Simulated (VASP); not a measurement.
# C (P4/mmm) in VASP: a series of runs

Runs on C. Level: PBE. Tasks: single point.

Program: VASP 6.6.1. These are calculated values, not measurements. Logs are shortened: lines on timing, memory, paths and dates and some standing lists are left out, and cuts for length are marked.

### Step 1. The cell of the first run

Symmetry: P4/mmm, No. 123, tetragonal system. Conventional cell: a = 3.779 Å, b = 3.779 Å, c = 1.566 Å, α = 90.00°, β = 90.00°, γ = 90.00°. C (site symmetry m2m) has 5 C at 1.56 to 1.57 Å within 2.1 Å.

### Step 2. Single point, PBE

Input file INCAR:

```
  PREC = Accurate
  ENCUT = 520
  EDIFF = 1E-7
  ISMEAR = 0
  SIGMA = 0.1
  LREAL = False
  LASPH = True
  NELM = 100
  ALGO = Normal
  ISIF = 2
  LWAVE = False
  LCHARG = True
  GGA = PE
  LELF = True
  LVHAR = True
  NBANDS = 16
```

Input file KPOINTS:

```
regular mesh
0
Gamma
  4 4 10
```

Input file POSCAR:

```
C
1.0
    3.7791239900      0.0000000000      0.0000000000
    0.0000000000      3.7791239900      0.0000000000
    0.0000000000      0.0000000000      1.5658517200
C
4
Direct
    0.2070418300      0.5000000000      0.0000000000
    0.7929581700      0.5000000000      0.0000000000
    0.5000000000      0.2070418300      0.0000000000
    0.5000000000      0.7929581700      0.0000000000
```

Potentials or basis: VASP PAW PBE potentials, release 64 (C).

Started as:

```console
cat potpaw_PBE.64/C/POTCAR > POTCAR
mpirun -np 1 vasp_std > vasp.out
```

OUTCAR:

```text
PREC = Accurate
   ENCUT = 520
   EDIFF = 1E-7
   ISMEAR = 0
   LREAL = False
   LASPH = True
   NELM = 100
   ISIF = 2
   GGA = PE

 ion  position               nearest neighbor table
   1  0.207  0.500  0.000-   2 1.56   3 1.57   4 1.57
   2  0.793  0.500  0.000-   1 1.56   3 1.57   4 1.57
   3  0.500  0.207  0.000-   4 1.56   2 1.57   1 1.57
   4  0.500  0.793  0.000-   3 1.56   2 1.57   1 1.57

  LATTYP: Found a simple tetragonal cell.
 ALAT       =     3.7791239900
 C/A-ratio  =     0.4143425101

  Lattice vectors:

 A1 = (   3.7791239900,   0.0000000000,   0.0000000000)
 A2 = (   0.0000000000,   3.7791239900,   0.0000000000)
 A3 = (   0.0000000000,   0.0000000000,   1.5658517200)

Analysis of symmetry for initial positions (statically):
=====================================================================
 Subroutine PRICEL returns:
 Original cell was already a primitive cell.

 Routine SETGRP: Setting up the symmetry group for a
 simple tetragonal supercell.

 Subroutine GETGRP returns: Found 16 space group operations
 (whereof 16 operations were pure point group operations)
 out of a pool of 16 trial point group operations.

The static configuration has the point symmetry D_4h.

Analysis of symmetry for dynamics (positions and initial velocities):
=====================================================================
 Subroutine PRICEL returns:
 Original cell was already a primitive cell.

 Routine SETGRP: Setting up the symmetry group for a
 simple tetragonal supercell.

 Subroutine GETGRP returns: Found 16 space group operations
 (whereof 16 operations were pure point group operations)
 out of a pool of 16 trial point group operations.

The dynamic configuration has the point symmetry D_4h.

 Subroutine INISYM returns: Found 16 space group operations
 (whereof 16 operations are pure point group operations),
 and found     1 'primitive' translations

----------------------------------------------------------------------------------------

                                     Primitive cell

  volume of cell :      22.3631

  direct lattice vectors                    reciprocal lattice vectors
     3.779123990  0.000000000  0.000000000     0.264611588  0.000000000  0.000000000
     0.000000000  3.779123990  0.000000000     0.000000000  0.264611588  0.000000000
     0.000000000  0.000000000  1.565851720     0.000000000  0.000000000  0.638630074
[... 88 lines left out ...]
   EDIFF  = 0.1E-06   stopping-criterion for ELM
   LREAL  =      F    real-space projection
   EDIFFG = 0.1E-05   stopping-criterion for IOM
   NSW    =      0    number of steps for IOM
   IBRION =     -1    ionic relax: 0-MD 1-quasi-New 2-CG
   NFREE  =      0    steps in history (QN), initial steepest desc. (CG)
   ISIF   =      2    stress and relaxation
   ISYM   =      2    0-nonsym 1-usesym 2-fastsym
   POTIM  = 0.5000    time-step for ionic-motion
   TEBEG  =    0.0;   TEEND  =   0.0 temperature during run
   PSTRESS=    0.0 pullay stress
   NELECT =      16.0000    total number of electrons
   NUPDOWN=      -1.0000    fix difference up-down
   EMIN   =  10.00;   EMAX   =-10.00  energy-range for DOS
   EFERMI =   0.00;   METHOD = LEGACY
   ISMEAR =     0;   SIGMA  =   0.10  broadening in eV -4-tet -1-fermi 0-gaus
   EFERMI_NEDOS =   21; number of points for ismear=-14 and -15
   IALGO  =     38    algorithm
   IMIX   =      4    mixing-type and parameters
     AMIX     =   0.40;   BMIX     =  1.00
     AMIX_MAG =   1.60;   BMIX_MAG =  1.00
  volume/ion in A,a.u.               =       5.59        37.73
  Fermi-wavevector in a.u.,A,eV,Ry     =   1.464212  2.766959 29.169744  2.143916
  Thomas-Fermi vector in A             =   2.580215
   LORBIT       =      0    0 simple, 1 ext, 2 COOP (PROOUT), +10 PAW based schemes
   GGA     = PE    functional components
   LHFCALC =     F    Hartree Fock is set to
   AEXX    =    0.0000 exact exchange contribution
   IVDW    =     0    specifies the selected vdW correction
   LEPSILON=     F    determine dielectric tensor
   LRPA    =     F    only Hartree local field effects (RPA)
 non-spin polarized calculation
 Gauss-broadening in eV      SIGMA  =   0.10
  energy-cutoff  :      520.00
  volume of cell :       22.36
 maximum number of plane-waves:       624
   NGX = 15   NGY = 15   NGZ =  5

 number of electron      15.9999998 magnetization

 Free energy of the ion-electron system (eV)
  ---------------------------------------------------
  ext. energy  EPLUGINS =         0.00000000
  ---------------------------------------------------
  free energy    TOTEN  =       -24.78885924 eV

  energy without entropy =      -24.78486417  energy(sigma->0) =      -24.78686171

 E-fermi :  10.5268     XC(G=0): -12.9689

 val. band max:       10.5003425433   @ k =   0.0000   0.0000   0.2000
 cond. band min:      10.5821907213   @ k =   0.5000   0.2500   0.3000
 fundamental gap:      0.0818481779
 Fermi energy:        10.5267556806

 k-point     1 :       0.0000    0.0000    0.0000
  band No.  band energies     occupation
      1     -13.9063      2.00000
      2      -6.1641      2.00000
      3      -4.9314      2.00000
      4      -4.9314      2.00000
      5      -3.7224      2.00000
      6       2.4348      2.00000
[... 433 lines left out ...]
      3      -5.3450      2.00000
      4       2.8544      2.00000
      5       6.3652      2.00000
      6       6.3652      2.00000
[... 8 lines left out ...]
     15      22.7308      0.00000
     16      27.1891      0.00000

 [... further k-points ...]

------------------------ aborting loop because EDIFF is reached ----------------------------------------

  FORCE on cell =-STRESS in cart. coord.  units (eV):
  Direction    XX          YY          ZZ          XY          YZ          ZX
  --------------------------------------------------------------------------------------
  -------------------------------------------------------------------------------------
  Total        5.8091273      5.8091273     37.2568607      0.0000000     -0.0000000      0.0000000
  in kB      416.1870498    416.1870498   2669.2172622      0.0000000     -0.0000000      0.0000000
  external PRESSURE =    1167.1971206 kB  Pullay stress =       0.0000000 kB

 VOLUME and BASIS-vectors are now :
 -----------------------------------------------------------------------------
  energy-cutoff  :      520.00
  volume of cell :       22.36
      direct lattice vectors                 reciprocal lattice vectors
     3.779123990  0.000000000  0.000000000     0.264611588  0.000000000  0.000000000
     0.000000000  3.779123990  0.000000000     0.000000000  0.264611588  0.000000000
     0.000000000  0.000000000  1.565851720     0.000000000  0.000000000  0.638630074

 POSITION                                       TOTAL-FORCE (eV/Angst)
 -----------------------------------------------------------------------------------
      0.78244      1.88956      0.00000        -0.869818     -0.000000      0.000000
      2.99669      1.88956      0.00000         0.869818     -0.000000     -0.000000
      1.88956      0.78244      0.00000        -0.000000     -0.869818      0.000000
      1.88956      2.99669      0.00000        -0.000000      0.869818     -0.000000
 -----------------------------------------------------------------------------------
    total drift:                               -0.000000     -0.000000      0.000000

  FREE ENERGIE OF THE ION-ELECTRON SYSTEM (eV)
  ---------------------------------------------------
  free  energy   TOTEN  =       -24.7888592368 eV

  energy  without entropy=      -24.7848641733  energy(sigma->0) =      -24.78686171
```

OSZICAR:

```text
N       E                     dE             d eps       ncg     rms          rms(c)
DAV:   1     0.385241492440E+02    0.38524E+02   -0.83251E+03  1152   0.975E+02
DAV:   2    -0.243489611145E+02   -0.62873E+02   -0.55014E+02  1544   0.192E+02
DAV:   3    -0.260976991279E+02   -0.17487E+01   -0.17413E+01  1512   0.297E+01
DAV:   4    -0.261064372875E+02   -0.87382E-02   -0.87358E-02  1384   0.242E+00
DAV:   5    -0.261065268998E+02   -0.89612E-04   -0.89595E-04  1528   0.213E-01    0.739E+00
DAV:   6    -0.250900044606E+02    0.10165E+01   -0.68162E-01  1224   0.540E+00    0.433E+00
DAV:   7    -0.247863430943E+02    0.30366E+00   -0.66012E-01  1336   0.532E+00    0.129E+00
DAV:   8    -0.247881701367E+02   -0.18270E-02   -0.34028E-02  1264   0.133E+00    0.344E-01
DAV:   9    -0.247887027873E+02   -0.53265E-03   -0.32677E-03  1424   0.407E-01    0.118E-01
DAV:  10    -0.247888464901E+02   -0.14370E-03   -0.55598E-04  1272   0.169E-01    0.357E-02
DAV:  11    -0.247888584893E+02   -0.11999E-04   -0.24178E-05  1344   0.329E-02    0.205E-02
DAV:  12    -0.247888592155E+02   -0.72617E-06   -0.14821E-05  1304   0.234E-02    0.148E-03
DAV:  13    -0.247888592368E+02   -0.21328E-07   -0.38961E-07  1456   0.465E-03
   1 F= -.24788859E+02 E0= -.24786862E+02  d E =-.399506E-02
```

Run time: 11 s. Hardware: 1 thread of Intel Xeon Platinum 8259CL at 2.50GHz (Skylake/Cascade Lake), shared host; peak memory 0.12 GiB.

What came out:

* Free energy: -24.7889 eV
* Pressure: 116.7 GPa
* Largest force: 0.870 eV/Å
* Band gap on the k mesh: zero (band 8 reaches 12.44 eV, above the bottom of band 9 at 6.83 eV)

Forces on the atoms (eV/Å):
```
C   -0.870  0.000  0.000
C    0.870  0.000  0.000
C    0.000 -0.870  0.000
C    0.000  0.870  0.000
```

Caveat: the k points lie up to 0.42 Å⁻¹ apart.

### Step 3. Single point, PBE

This run uses another cell than the first one, of 12.24 Å³/atom, 2.190 times its volume.

Input file INCAR:

```
ALGO = Normal
EDIFF = 1E-7
ENCUT = 520
GGA = PE
ISIF = 2
ISMEAR = 0
LASPH = T
LCHARG = T
LELF = T
LREAL = F
LVHAR = T
LWAVE = F
NBANDS = 16
NELM = 80
PREC = Accurate
SIGMA = 0.1
```

Input file KPOINTS:

```
k-points
0
Gamma
  6 6 4
```

Input file POSCAR:

```
C
1.0
    3.4452125841      0.0000000000      0.0000000000
    0.0000000000      3.4452125841      0.0000000000
    0.0000000000      0.0000000000      4.1256042513
C
4
Direct
    0.1997916646      0.5000000000      0.0000000000
    0.8002083354      0.5000000000      0.0000000000
    0.5000000000      0.1997916646      0.0000000000
    0.5000000000      0.8002083354      0.0000000000
```

Potentials or basis: VASP PAW PBE potentials, release 64 (C).

Started as:

```console
cat potpaw_PBE.64/C/POTCAR > POTCAR
mpirun -np 1 vasp_std > vasp.out
```

Wall time 14 s (1 thread of Intel Xeon 6975P-C, shared host); peak memory 0.16 GiB.

Results (log left out):

```yaml
Free_energy: -34.8154 eV
Pressure: 0.3 GPa
Largest_force: 0.056 eV/Å
Band_gap_on_the_k_mesh: zero (band 8 reaches 3.77 eV, above the bottom of band 9 at -0.72 eV)
```

Forces in eV/Å, atoms in the order of the input:
```
C   -0.056  0.000  0.000
C    0.056  0.000  0.000
C    0.000 -0.056  0.000
C    0.000  0.056  0.000
```

Stress tensor (GPa, compression positive):
```
 0.52  0.00  0.00
 0.00  0.52  0.00
 0.00  0.00 -0.24
```

Levels at points of the mesh, in eV from the Fermi level:
| k point | band 6 | band 7 | band 8 | band 9 | band 10 | band 11 |
| --- | --- | --- | --- | --- | --- | --- |
| (0.00, 0.00, 0.00) | -6.66 | -2.66 | 1.97 | 3.76 | 4.06 | 4.06 |
| (0.50, 0.00, 0.00) | -5.13 | -4.91 | -2.37 | 4.32 | 5.54 | 6.32 |
| (0.50, 0.50, 0.00) | -3.38 | -2.61 | -2.08 | -2.08 | 7.76 | 8.00 |
| (0.00, 0.00, 0.50) | -7.24 | -2.65 | 1.66 | 3.72 | 3.72 | 6.86 |
| (0.50, 0.00, 0.50) | -5.61 | -4.89 | -2.94 | 4.06 | 5.77 | 6.02 |
| (0.50, 0.50, 0.50) | -3.38 | -3.05 | -2.52 | -2.52 | 7.54 | 8.01 |

Caveat: the k points lie up to 0.38 Å⁻¹ apart; this functional lacks dispersion, which binds the layers, so the pressure and a relaxed spacing across them are unreliable.
